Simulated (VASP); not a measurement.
# PbS (Cmcm) in VASP: a series of runs

PbS is run at these levels: revPBE, revPBE+D3(BJ); tasks: single point, relaxation of cell and atoms.

Program: VASP 6.6.1. These are calculated values, not measurements. Logs are shortened: lines on timing, memory, paths and dates and some standing lists are left out, and cuts for length are marked.

**1. The cell of the first run**

It takes space group Cmcm (No. 63, orthorhombic). The conventional cell has a = 4.160 Å, b = 11.983 Å, c = 4.279 Å, α = 90.00°, β = 90.00°, γ = 90.00°. Within 3.5 Å of Pb (site symmetry m2m) lie 5 S at 2.69 to 2.99 Å. S (site symmetry m2m) has 5 Pb at 2.69 to 2.99 Å within 3.5 Å.

**2. Single point, revPBE**

Input file INCAR:

```
PREC = Accurate
ENCUT = 520
EDIFF = 1E-7
ISMEAR = -1
SIGMA = 0.05
LREAL = False
LASPH = True
NELM = 100
ALGO = Normal
ISIF = 2
LWAVE = False
LCHARG = True
GGA = RE
LELF = True
LVHAR = True
NBANDS = 28
```

Input file KPOINTS:

```
regular mesh
0
Gamma
  7 7 6
```

Input file POSCAR:

```
PbS
1.0
    2.0799526950     -5.9912968650      0.0000000000
    2.0799526950      5.9912968650      0.0000000000
    0.0000000000      0.0000000000      4.2793209400
Pb S
2 2
Direct
    0.1305633500      0.8694366500      0.2500000000
    0.8694366500      0.1305633500      0.7500000000
    0.3547970900      0.6452029100      0.2500000000
    0.6452029100      0.3547970900      0.7500000000
```

Potentials or basis: VASP PAW PBE potentials, release 64 (Pb_d, S).

Run with:

```bash
$ cat potpaw_PBE.64/Pb_d/POTCAR potpaw_PBE.64/S/POTCAR > POTCAR
$ mpirun -np 1 vasp_std > vasp.out
```

OUTCAR:

```text
PREC = Accurate
   ENCUT = 520
   EDIFF = 1E-7
   ISMEAR = -1
   LREAL = False
   LASPH = True
   NELM = 100
   ISIF = 2
   GGA = RE

 ion  position               nearest neighbor table
   1  0.131  0.869  0.250-   3 2.69   4 2.99   4 2.99   4 2.99   4 2.99   2 3.79   2 3.79   2 4.13
                             2 4.13   2 4.13   2 4.13
   2  0.869  0.131  0.750-   4 2.69   3 2.99   3 2.99   3 2.99   3 2.99   1 3.79   1 3.79   1 4.13
                             1 4.13   1 4.13   1 4.13
   3  0.355  0.645  0.250-   1 2.69   2 2.99   2 2.99   2 2.99   2 2.99
   4  0.645  0.355  0.750-   2 2.69   1 2.99   1 2.99   1 2.99   1 2.99

  LATTYP: Found a base centered orthorhombic cell.
 ALAT       =     4.1599053900
 B/A-ratio  =     2.8804966956
 C/A-ratio  =     1.0287063139

  Lattice vectors:

 A1 = (   2.0799526950,  -5.9912968650,   0.0000000000)
 A2 = (   2.0799526950,   5.9912968650,   0.0000000000)
 A3 = (   0.0000000000,   0.0000000000,   4.2793209400)

Analysis of symmetry for initial positions (statically):
=====================================================================
 Subroutine PRICEL returns:
 Original cell was already a primitive cell.

 Routine SETGRP: Setting up the symmetry group for a
 base centered orthorhombic supercell.

 Subroutine GETGRP returns: Found  8 space group operations
 (whereof  4 operations were pure point group operations)
 out of a pool of  8 trial point group operations.

The static configuration has the point symmetry C_2h.
 The point group associated with its full space group is D_2h.

Analysis of symmetry for dynamics (positions and initial velocities):
=====================================================================
 Subroutine PRICEL returns:
 Original cell was already a primitive cell.

 Routine SETGRP: Setting up the symmetry group for a
 base centered orthorhombic supercell.

 Subroutine GETGRP returns: Found  8 space group operations
 (whereof  4 operations were pure point group operations)
 out of a pool of  8 trial point group operations.

The dynamic configuration has the point symmetry C_2h.
 The point group associated with its full space group is D_2h.

 Subroutine INISYM returns: Found  8 space group operations
 (whereof  4 operations are pure point group operations),
 and found     1 'primitive' translations

----------------------------------------------------------------------------------------

                                     Primitive cell
[... 94 lines left out ...]
   NELM   =    100;   NELMIN=  2; NELMDL= -5     # of ELM steps
   EDIFF  = 0.1E-06   stopping-criterion for ELM
   LREAL  =      F    real-space projection
   EDIFFG = 0.1E-05   stopping-criterion for IOM
   NSW    =      0    number of steps for IOM
   IBRION =     -1    ionic relax: 0-MD 1-quasi-New 2-CG
   NFREE  =      0    steps in history (QN), initial steepest desc. (CG)
   ISIF   =      2    stress and relaxation
   ISYM   =      2    0-nonsym 1-usesym 2-fastsym
   POTIM  = 0.5000    time-step for ionic-motion
   TEBEG  =    0.0;   TEEND  =   0.0 temperature during run
   PSTRESS=    0.0 pullay stress
   NELECT =      40.0000    total number of electrons
   NUPDOWN=      -1.0000    fix difference up-down
   EMIN   =  10.00;   EMAX   =-10.00  energy-range for DOS
   EFERMI =   0.00;   METHOD = LEGACY
   ISMEAR =    -1;   SIGMA  =   0.05  broadening in eV -4-tet -1-fermi 0-gaus
   EFERMI_NEDOS =   21; number of points for ismear=-14 and -15
   IALGO  =     38    algorithm
   IMIX   =      4    mixing-type and parameters
     AMIX     =   0.40;   BMIX     =  1.00
     AMIX_MAG =   1.60;   BMIX_MAG =  1.00
  volume/ion in A,a.u.               =      26.66       179.94
  Fermi-wavevector in a.u.,A,eV,Ry     =   1.180597  2.231005 18.963935  1.393810
  Thomas-Fermi vector in A             =   2.316887
   LORBIT       =      0    0 simple, 1 ext, 2 COOP (PROOUT), +10 PAW based schemes
   GGA     = RE    functional components
   LHFCALC =     F    Hartree Fock is set to
   AEXX    =    0.0000 exact exchange contribution
   IVDW    =     0    specifies the selected vdW correction
   LEPSILON=     F    determine dielectric tensor
   LRPA    =     F    only Hartree local field effects (RPA)
 non-spin polarized calculation
  energy-cutoff  :      520.00
  volume of cell :      106.65
 maximum number of plane-waves:      2892
   NGX = 23   NGY = 23   NGZ = 15

 number of electron      40.0000007 magnetization

 Free energy of the ion-electron system (eV)
  ---------------------------------------------------
  ext. energy  EPLUGINS =         0.00000000
  ---------------------------------------------------
  free energy    TOTEN  =       -16.17990670 eV

  energy without entropy =      -16.17990661  energy(sigma->0) =      -16.17990665

 E-fermi :   5.6369     XC(G=0):  -9.4580

 val. band max:        4.9439812593   @ k =  -0.4286   0.4286   0.3333
 cond. band min:       6.2609837516   @ k =   0.4286   0.4286   0.0000
 fundamental gap:      1.3170024923
 Fermi energy:         5.6368891227

 k-point     1 :       0.0000    0.0000    0.0000
  band No.  band energies     occupation
      1     -11.4217      2.00000
      2     -11.3312      2.00000
      3     -11.3248      2.00000
      4     -11.3189      2.00000
      5     -11.2830      2.00000
      6     -11.2795      2.00000
[... 733 lines left out ...]
     27      12.5421      0.00000
     28      13.3047      0.00000

 [... further k-points ...]

------------------------ aborting loop because EDIFF is reached ----------------------------------------

  FORCE on cell =-STRESS in cart. coord.  units (eV):
  Direction    XX          YY          ZZ          XY          YZ          ZX
  --------------------------------------------------------------------------------------
  -------------------------------------------------------------------------------------
  Total        1.5062331      1.7431510      1.4855479      0.0000000      0.0000000      0.0000000
  in kB       22.6268245     26.1858351     22.3160888      0.0000000      0.0000000      0.0000000
  external PRESSURE =      23.7095828 kB  Pullay stress =       0.0000000 kB

 VOLUME and BASIS-vectors are now :
 -----------------------------------------------------------------------------
  energy-cutoff  :      520.00
  volume of cell :      106.65
      direct lattice vectors                 reciprocal lattice vectors
     2.079952695 -5.991296865  0.000000000     0.240390083 -0.083454386  0.000000000
     2.079952695  5.991296865  0.000000000     0.240390083  0.083454386  0.000000000
     0.000000000  0.000000000  4.279320940     0.000000000  0.000000000  0.233681936

 POSITION                                       TOTAL-FORCE (eV/Angst)
 -----------------------------------------------------------------------------------
      2.07995      4.42681      1.06983         0.000000      0.087653     -0.000000
      2.07995     -4.42681      3.20949         0.000000     -0.087653      0.000000
      2.07995      1.73991      1.06983         0.000000     -0.125111     -0.000000
      2.07995     -1.73991      3.20949         0.000000      0.125111     -0.000000
 -----------------------------------------------------------------------------------
    total drift:                               -0.000000     -0.000000      0.000000

  FREE ENERGIE OF THE ION-ELECTRON SYSTEM (eV)
  ---------------------------------------------------
  free  energy   TOTEN  =       -16.1799066974 eV

  energy  without entropy=      -16.1799066055  energy(sigma->0) =      -16.17990665
```

OSZICAR:

```text
N       E                     dE             d eps       ncg     rms          rms(c)
DAV:   1     0.422832034314E+03    0.42283E+03   -0.18966E+04  3584   0.153E+03
DAV:   2     0.314438875014E+02   -0.39139E+03   -0.37926E+03  3616   0.407E+02
DAV:   3    -0.149434279182E+02   -0.46387E+02   -0.45267E+02  4676   0.156E+02
DAV:   4    -0.171124743814E+02   -0.21690E+01   -0.21610E+01  4276   0.349E+01
DAV:   5    -0.171996284984E+02   -0.87154E-01   -0.87143E-01  4860   0.737E+00    0.704E+00
DAV:   6    -0.161545756432E+02    0.10451E+01   -0.25181E+00  4996   0.105E+01    0.471E+00
DAV:   7    -0.161710549180E+02   -0.16479E-01   -0.52517E-01  4012   0.303E+00    0.308E+00
DAV:   8    -0.161880716545E+02   -0.17017E-01   -0.10269E-01  4664   0.265E+00    0.133E+00
DAV:   9    -0.161792040704E+02    0.88676E-02   -0.28657E-02  5012   0.141E+00    0.165E-01
DAV:  10    -0.161797790314E+02   -0.57496E-03   -0.24981E-03  3976   0.222E-01    0.546E-02
DAV:  11    -0.161799044036E+02   -0.12537E-03   -0.20984E-04  4324   0.968E-02    0.222E-02
DAV:  12    -0.161799085228E+02   -0.41191E-05   -0.26886E-05  5224   0.310E-02    0.197E-02
DAV:  13    -0.161799073571E+02    0.11656E-05   -0.81004E-06  4476   0.226E-02    0.100E-02
DAV:  14    -0.161799069355E+02    0.42158E-06   -0.11689E-06  3992   0.606E-03    0.140E-03
DAV:  15    -0.161799067747E+02    0.16081E-06   -0.11000E-07  2468   0.243E-03    0.550E-04
DAV:  16    -0.161799066700E+02    0.10479E-06   -0.82100E-08  2272   0.190E-03    0.757E-04
DAV:  17    -0.161799066974E+02   -0.27424E-07   -0.15080E-08  2136   0.138E-03
   1 F= -.16179907E+02 E0= -.16179907E+02  d E =-.918618E-07
```

stdout:

```text
POSCAR found type information on POSCAR PbS
 POSCAR found :  2 types and       4 ions
 scaLAPACK will be used
 -----------------------------------------------------------------------------
|                                                                             |
|                                                                             |
|     You enforced a specific xc type in the INCAR file but a different       |
|     I HOPE YOU KNOW WHAT YOU ARE DOING!                                     |
|                                                                             |
 -----------------------------------------------------------------------------

 LDA part: xc-table for (Slater+PW92), standard interpolation
 POSCAR, INCAR and KPOINTS ok, starting setup
 FFT: planning ... GRIDC
 FFT: planning ... GRID_SOFT
 FFT: planning ... GRID
 WAVECAR not read
 entering main loop
```

Wall time 99 s (1 thread of Intel Xeon 6975P-C (Granite Rapids), shared host); peak memory 0.34 GiB.

What came out:

| Item | Value |
| --- | --- |
| Free energy | -16.1799 eV |
| Pressure | 2.4 GPa |
| Largest force | 0.125 eV/Å |
| Band gap on the k mesh | 1.32 eV (least direct gap 1.50 eV) |

Forces on the atoms (eV/Å):
```
Pb   0.000  0.088  0.000
Pb   0.000 -0.088  0.000
S    0.000 -0.125  0.000
S    0.000  0.125  0.000
```

Levels at points of the mesh, in eV from the valence-band top:
```csv
k point,band 16,band 17,band 18,band 19,band 20,band 21,band 22,band 23,band 24,band 25
"(0.00, 0.00, 0.00)",-2.85,-2.30,-1.57,-1.40,-0.43,4.78,4.86,5.00,5.69,5.92
"(0.00, 0.00, 0.50)",-2.63,-1.05,-1.05,-0.04,-0.04,1.95,1.95,2.91,2.91,5.11
```

Caveat: the PAW data sets were made with another functional, which shifts forces and pressure a little; spin-orbit coupling is left out, which moves the levels of the heavy elements. A k mesh can miss the band edges.

(Continued in part 2 of 2.)
